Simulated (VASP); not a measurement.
# LiCl (P6_3/mmc) in VASP: further runs

The runs below take LiCl through single point, with PBE, r2SCAN.

Program: VASP 6.6.1. These are calculated values, not measurements. Logs are shortened: lines on timing, memory, paths and dates and some standing lists are left out, and cuts for length are marked.

## (1) The cell of the first run

Symmetry: P6_3/mmc, No. 194, hexagonal system. Conventional cell: a = 4.191 Å, b = 4.191 Å, c = 5.233 Å, α = 90.00°, β = 90.00°, γ = 120.00°. Li (site symmetry -6m2) has 5 Cl at 2.42 to 2.62 Å within 3.2 Å. Within 3.2 Å of Cl (site symmetry -6m2) lie 5 Li at 2.42 to 2.62 Å.

## (2) Single point, PBE (biaxial xy strain +0.7%)

INCAR reads:

```
SYSTEM = LiCl
ALGO     = Normal         ! electronic algorithm
EDIFF    = 1E-6           ! SCF threshold, eV
ENCUT    = 520            ! plane-wave cutoff, eV
GGA      = PE             ! functional
ISIF     = 2              ! what is computed and relaxed
ISMEAR   = -1             ! smearing method
LASPH    = .TRUE.         ! aspherical terms in the spheres
LCHARG   = .FALSE.        ! write CHGCAR
LREAL    = .FALSE.        ! projectors in reciprocal space
LWAVE    = .FALSE.        ! write WAVECAR
NBANDS   = 18             ! bands
NELM     = 60             ! most SCF steps
PREC     = Accurate       ! precision mode
SIGMA    = 0.02           ! smearing width, eV
```

KPOINTS reads:

```
k-points
0
G
  12 12 6
  0 0 0
```

POSCAR reads:

```
LiCl
1.0
    4.1914229086      0.0000000000      0.0000000000
   -2.0957114543      3.6298787168      0.0000000000
    0.0000000000      0.0000000000      5.2325458168
Li Cl
2 2
Direct
    0.3333333333      0.6666666667      0.2500000000
    0.6666666667      0.3333333333      0.7500000000
    0.6666666667      0.3333333333      0.2500000000
    0.3333333333      0.6666666667      0.7500000000
```

Potentials or basis: VASP PAW PBE potentials, release 64 (Li_sv, Cl).

Command:

```sh
$ cat potpaw_PBE.64/Li_sv/POTCAR potpaw_PBE.64/Cl/POTCAR > POTCAR
$ mpirun -np 1 vasp_std > vasp.out
```

OUTCAR:

```text
SYSTEM = LiCl
   EDIFF = 1E-6
   ENCUT = 520
   GGA = PE
   ISIF = 2
   ISMEAR = -1
   LASPH = .TRUE.
   LREAL = .FALSE.
   NELM = 60
   PREC = Accurate

 ion  position               nearest neighbor table
   1  0.333  0.667  0.250-   3 2.42   3 2.42   3 2.42   4 2.62   4 2.62
   2  0.667  0.333  0.750-   4 2.42   4 2.42   4 2.42   3 2.62   3 2.62
   3  0.667  0.333  0.250-   1 2.42   1 2.42   1 2.42   2 2.62   2 2.62
   4  0.333  0.667  0.750-   2 2.42   2 2.42   2 2.42   1 2.62   1 2.62

  LATTYP: Found a hexagonal cell.
 ALAT       =     4.1914229086
 C/A-ratio  =     1.2483936675

  Lattice vectors:

 A1 = (   4.1914229086,   0.0000000000,   0.0000000000)
 A2 = (  -2.0957114543,   3.6298787168,   0.0000000000)
 A3 = (   0.0000000000,   0.0000000000,   5.2325458168)

Analysis of symmetry for initial positions (statically):
=====================================================================
 Subroutine PRICEL returns:
 Original cell was already a primitive cell.

 Routine SETGRP: Setting up the symmetry group for a
 hexagonal supercell.

 Subroutine GETGRP returns: Found 24 space group operations
 (whereof 12 operations were pure point group operations)
 out of a pool of 24 trial point group operations.

The static configuration has the point symmetry D_3d.
 The point group associated with its full space group is D_6h.

Analysis of symmetry for dynamics (positions and initial velocities):
=====================================================================
 Subroutine PRICEL returns:
 Original cell was already a primitive cell.

 Routine SETGRP: Setting up the symmetry group for a
 hexagonal supercell.

 Subroutine GETGRP returns: Found 24 space group operations
 (whereof 12 operations were pure point group operations)
 out of a pool of 24 trial point group operations.

The dynamic configuration has the point symmetry D_3d.
 The point group associated with its full space group is D_6h.

 Subroutine INISYM returns: Found 24 space group operations
 (whereof 12 operations are pure point group operations),
 and found     1 'primitive' translations

----------------------------------------------------------------------------------------

                                     Primitive cell

  volume of cell :      79.6098

  direct lattice vectors                    reciprocal lattice vectors
     4.191422909  0.000000000  0.000000000     0.238582463  0.137745649  0.000000000
    -2.095711454  3.629878717  0.000000000     0.000000000  0.275491298  0.000000000
     0.000000000  0.000000000  5.232545817     0.000000000  0.000000000  0.191111561

  length of vectors
     4.191422909  4.191422909  5.232545817     0.275491298  0.275491298  0.191111561

  position of ions in fractional coordinates (direct lattice)
     0.333333333  0.666666667  0.250000000
     0.666666667  0.333333333  0.750000000
     0.666666667  0.333333333  0.250000000
     0.333333333  0.666666667  0.750000000

  ion indices of the primitive-cell ions
   primitive index   ion index
                 1           1
                 2           2
                 3           3
                 4           4

----------------------------------------------------------------------------------------

 KPOINTS: k-points

Automatic generation of k-mesh.
 Grid dimensions read from file:
 generate k-points for:   12   12    6

 Generating k-lattice:

  Cartesian coordinates                     Fractional coordinates (reciprocal lattice)
     0.019881872  0.011478804  0.000000000     0.083333333  0.000000000  0.000000000
     0.000000000  0.022957608  0.000000000     0.000000000  0.083333333  0.000000000
     0.000000000  0.000000000  0.031851927     0.000000000  0.000000000  0.166666667

  Length of vectors
     0.022957608  0.022957608  0.031851927

  Shift w.r.t. Gamma in fractional coordinates (k-lattice)
     0.000000000  0.000000000  0.000000000

 Subroutine IBZKPT returns following result:
 ===========================================

 Found     76 irreducible k-points:

 Following reciprocal coordinates:
            Coordinates               Weight
  0.000000  0.000000  0.000000      1.000000
  0.083333  0.000000  0.000000      6.000000
  0.166667  0.000000  0.000000      6.000000
  0.250000 -0.000000  0.000000      6.000000
  0.333333 -0.000000  0.000000      6.000000
  0.416667  0.000000  0.000000      6.000000
[... 16 lines left out ...]
  0.250000 -0.000000  0.166667     12.000000
  0.333333 -0.000000  0.166667     12.000000
 [... further k-points ...]
   k-points           NKPTS =     76   k-points in BZ     NKDIM =     76   number of bands    NBANDS=     18
   number of dos      NEDOS =    301   number of ions     NIONS =      4
   total plane-waves  NPLWV =  40960
   dimension x,y,z NGX =    32 NGY =   32 NGZ =   40
   dimension x,y,z NGXF=    64 NGYF=   64 NGZF=   80
   ions per type =               2   2
   NGX,Y,Z   is equivalent  to a cutoff of  12.69, 12.69, 12.71 a.u.
   NGXF,Y,Z  is equivalent  to a cutoff of  25.38, 25.38, 25.42 a.u.
 SYSTEM =  LiCl
   PREC   = accura    normal or accurate (medium, high low for compatibility)
   ISTART =      0    job   : 0-new  1-cont  2-samecut
   ICHARG =      2    charge: 1-file 2-atom 10-const
   ISPIN  =      1    spin polarized calculation?
   LNONCOLLINEAR =      F non collinear calculations
   LSORBIT =      F    spin-orbit coupling
   LASPH  =      T    aspherical Exc in radial PAW
   ENCUT  =  520.0 eV  38.22 Ry    6.18 a.u.   7.79  7.79  9.73*2*pi/ulx,y,z
   NELM   =     60;   NELMIN=  2; NELMDL= -5     # of ELM steps
   EDIFF  = 0.1E-05   stopping-criterion for ELM
   LREAL  =      F    real-space projection
   EDIFFG = 0.1E-04   stopping-criterion for IOM
   NSW    =      0    number of steps for IOM
   IBRION =     -1    ionic relax: 0-MD 1-quasi-New 2-CG
   NFREE  =      0    steps in history (QN), initial steepest desc. (CG)
   ISIF   =      2    stress and relaxation
   ISYM   =      2    0-nonsym 1-usesym 2-fastsym
   POTIM  = 0.5000    time-step for ionic-motion
   TEBEG  =    0.0;   TEEND  =   0.0 temperature during run
   PSTRESS=    0.0 pullay stress
   NELECT =      20.0000    total number of electrons
   NUPDOWN=      -1.0000    fix difference up-down
   EMIN   =  10.00;   EMAX   =-10.00  energy-range for DOS
   EFERMI =   0.00;   METHOD = LEGACY
   ISMEAR =    -1;   SIGMA  =   0.02  broadening in eV -4-tet -1-fermi 0-gaus
   EFERMI_NEDOS =   21; number of points for ismear=-14 and -15
   IALGO  =     38    algorithm
   IMIX   =      4    mixing-type and parameters
     AMIX     =   0.40;   BMIX     =  1.00
     AMIX_MAG =   1.60;   BMIX_MAG =  1.00
  volume/ion in A,a.u.               =      19.90       134.31
  Fermi-wavevector in a.u.,A,eV,Ry     =   1.032990  1.952067 14.518335  1.067068
  Thomas-Fermi vector in A             =   2.167214
   LORBIT       =      0    0 simple, 1 ext, 2 COOP (PROOUT), +10 PAW based schemes
   GGA     = PE    functional components
[... 5 lines left out ...]
 non-spin polarized calculation
  energy-cutoff  :      520.00
  volume of cell :       79.61
 maximum number of plane-waves:      2173
 NGX is ok and might be reduce to    32
   NGX = 15   NGY = 15   NGZ = 19

 number of electron      19.9999988 magnetization

 Free energy of the ion-electron system (eV)
  ---------------------------------------------------
  ext. energy  EPLUGINS =         0.00000000
  ---------------------------------------------------
  free energy    TOTEN  =       -14.78789632 eV

  energy without entropy =      -14.78789632  energy(sigma->0) =      -14.78789632

 E-fermi :  -0.0679     XC(G=0):  -7.8424

 val. band max:       -0.4495479984   @ k =   0.0000   0.0000   0.0000
 cond. band min:       5.1758243215   @ k =   0.0000   0.0000   0.0000
 fundamental gap:      5.6253723198
 Fermi energy:        -0.0678977163

 k-point     1 :       0.0000    0.0000    0.0000
  band No.  band energies     occupation
      1     -43.9870      2.00000
      2     -43.9836      2.00000
      3     -13.7482      2.00000
      4     -13.0343      2.00000
      5      -3.1751      2.00000
      6      -1.7982      2.00000
[... 10 lines left out ...]
     17      11.2052      0.00000
     18      11.3682      0.00000

 k-point     2 :       0.0833    0.0000    0.0000
  band No.  band energies     occupation
      1     -43.9869      2.00000
      2     -43.9836      2.00000
      3     -13.7337      2.00000
      4     -13.0408      2.00000
      5      -3.1358      2.00000
      6      -1.8517      2.00000
[... 10 lines left out ...]
     17      10.9016      0.00000
     18      11.2173      0.00000

 k-point     3 :       0.1667    0.0000    0.0000
  band No.  band energies     occupation
      1     -43.9867      2.00000
      2     -43.9836      2.00000
      3     -13.6918      2.00000
      4     -13.0607      2.00000
      5      -3.0211      2.00000
      6      -2.0036      2.00000
[... 10 lines left out ...]
     17      10.1974      0.00000
     18      10.8453      0.00000

 k-point     4 :       0.2500   -0.0000    0.0000
  band No.  band energies     occupation
      1     -43.9864      2.00000
      2     -43.9837      2.00000
      3     -13.6281      2.00000
      4     -13.0943      2.00000
      5      -2.8404      2.00000
      6      -2.2205      2.00000
[... 375 lines left out ...]
      4     -13.1098      2.00000
      5      -2.9113      2.00000
      6      -1.9053      2.00000
[... 10 lines left out ...]
     17      10.4929      0.00000
     18      10.8800      0.00000

 k-point    23 :       0.2500   -0.0000    0.1667
  band No.  band energies     occupation
      1     -43.9862      2.00000
      2     -43.9839      2.00000
      3     -13.5966      2.00000
      4     -13.1351      2.00000
      5      -2.8313      2.00000
      6      -2.0594      2.00000
[... 10 lines left out ...]
     17      10.3856      0.00000
     18      11.0357      0.00000

 k-point    24 :       0.3333   -0.0000    0.1667
  band No.  band energies     occupation
      1     -43.9858      2.00000
      2     -43.9841      2.00000
      3     -13.5272      2.00000
      4     -13.1708      2.00000
      5      -2.7972      2.00000
      6      -2.1662      2.00000
[... 10 lines left out ...]
     17      10.9331      0.00000
     18      11.2371      0.00000

 [... further k-points ...]
[... 5 lines left out ...]
  --------------------------------------------------------------------------------------
  -------------------------------------------------------------------------------------
  Total        0.0248387      0.0248387      0.1330642      0.0000000      0.0000000      0.0000000
  in kB        0.4998883      0.4998883      2.6779670      0.0000000      0.0000000      0.0000000
  external PRESSURE =       1.2259146 kB  Pullay stress =       0.0000000 kB

 VOLUME and BASIS-vectors are now :
 -----------------------------------------------------------------------------
  energy-cutoff  :      520.00
  volume of cell :       79.61
      direct lattice vectors                 reciprocal lattice vectors
     4.191422909  0.000000000  0.000000000     0.238582463  0.137745649  0.000000000
    -2.095711454  3.629878717  0.000000000     0.000000000  0.275491298  0.000000000
     0.000000000  0.000000000  5.232545817     0.000000000  0.000000000  0.191111561

 POSITION                                       TOTAL-FORCE (eV/Angst)
 -----------------------------------------------------------------------------------
     -0.00000      2.41992      1.30814        -0.000000     -0.000000      0.000000
      2.09571      1.20996      3.92441         0.000000      0.000000      0.000000
      2.09571      1.20996      1.30814        -0.000000      0.000000      0.000000
     -0.00000      2.41992      3.92441        -0.000000     -0.000000      0.000000
 -----------------------------------------------------------------------------------
    total drift:                                0.000000     -0.000000      0.000000

  FREE ENERGIE OF THE ION-ELECTRON SYSTEM (eV)
  ---------------------------------------------------
  free  energy   TOTEN  =       -14.7878963167 eV

  energy  without entropy=      -14.7878963167  energy(sigma->0) =      -14.78789632
```

It took 30 s on 1 thread of Intel Xeon 6975P-C (Granite Rapids), shared host; peak memory 0.23 GiB.

Results:

```yaml
Free_energy: -14.7879 eV
Band_gap_on_the_k_mesh: 5.63 eV, direct
```

Caveat: the cell differs from its parent crystal (biaxial xy strain +0.7%); the cutoff is under 1.25 times the usual one of these potentials, so pressure, stress and relaxed cells hold a basis-set (Pulay) error. A k mesh can miss the band edges.

## (3) Single point, r2SCAN (strain +1.5%)

POSCAR reads:

```
LiCl
1.0
    4.2230531480      0.0000000000      0.0000000000
   -2.1115265740      3.6572713077      0.0000000000
    0.0000000000      0.0000000000      5.3094642403
Li Cl
2 2
Direct
    0.3333333333      0.6666666667      0.2500000000
    0.6666666667      0.3333333333      0.7500000000
    0.6666666667      0.3333333333      0.2500000000
    0.3333333333      0.6666666667      0.7500000000
```

INCAR.step1 reads:

```
SYSTEM = LiCl
PREC     = Accurate       ! precision mode
ENCUT    = 520            ! plane-wave cutoff, eV
ISMEAR   = 0              ! smearing method
SIGMA    = 0.01           ! smearing width, eV
LREAL    = .FALSE.        ! projectors in reciprocal space
LASPH    = .TRUE.         ! aspherical terms in the spheres
NELM     = 100            ! most SCF steps
NBANDS   = 18             ! bands
GGA      = PE             ! functional
ALGO     = Normal         ! electronic algorithm
EDIFF    = 1E-4           ! SCF threshold, eV
LWAVE    = .TRUE.         ! write WAVECAR
LCHARG   = .FALSE.        ! write CHGCAR
```

INCAR.step2 reads:

```
SYSTEM = LiCl
PREC     = Accurate       ! precision mode
ENCUT    = 520            ! plane-wave cutoff, eV
EDIFF    = 1E-6           ! SCF threshold, eV
ISMEAR   = 0              ! smearing method
SIGMA    = 0.01           ! smearing width, eV
LREAL    = .FALSE.        ! projectors in reciprocal space
LASPH    = .TRUE.         ! aspherical terms in the spheres
NELM     = 100            ! most SCF steps
ALGO     = Normal         ! electronic algorithm
ISIF     = 2              ! what is computed and relaxed
LWAVE    = .FALSE.        ! write WAVECAR
LCHARG   = .FALSE.        ! write CHGCAR
METAGGA  = R2SCAN         ! meta-GGA
LMIXTAU  = .TRUE.       
NBANDS   = 18             ! bands
ISTART   = 1
```

KPOINTS reads:

```
Automatic mesh
0
G
  12 12 6
  0 0 0
```

Potentials or basis: VASP PAW PBE potentials, release 64 (Li_sv, Cl).

Command:

```sh
$ cat potpaw_PBE.64/Li_sv/POTCAR potpaw_PBE.64/Cl/POTCAR > POTCAR
$ cp INCAR.step1 INCAR
$ mpirun -np 1 vasp_std > vasp.out
$ cp INCAR.step2 INCAR
$ mpirun -np 1 vasp_std > vasp.out
```

Run time: 5.8 min. Hardware: 1 thread of AMD EPYC 7R13 (Zen 3), shared host; peak memory 0.22 GiB.

Results (log left out):

- Free energy: -25.0810 eV
- Band gap on the k mesh: 6.21 eV, direct

Levels at points of the mesh, in eV from the valence-band top:
```tsv
k point	band 8	band 9	band 10	band 11	band 12	band 13
(0.00, 0.00, 0.00)	-0.59	-0.59	0.00	6.21	8.74	9.53
(0.50, 0.00, 0.00)	-1.34	-0.93	-0.63	7.85	9.18	9.46
(0.00, 0.00, 0.50)	-0.96	-0.96	-0.96	8.11	8.11	9.55
(0.50, 0.00, 0.50)	-1.26	-0.47	-0.47	7.82	7.82	10.01
```

Caveat: the cell differs from its parent crystal (strain +1.5%); the cutoff is under 1.25 times the usual one of these potentials, so pressure, stress and relaxed cells hold a basis-set (Pulay) error; the PAW data sets were made with another functional, which shifts forces and pressure a little. A k mesh can miss the band edges.
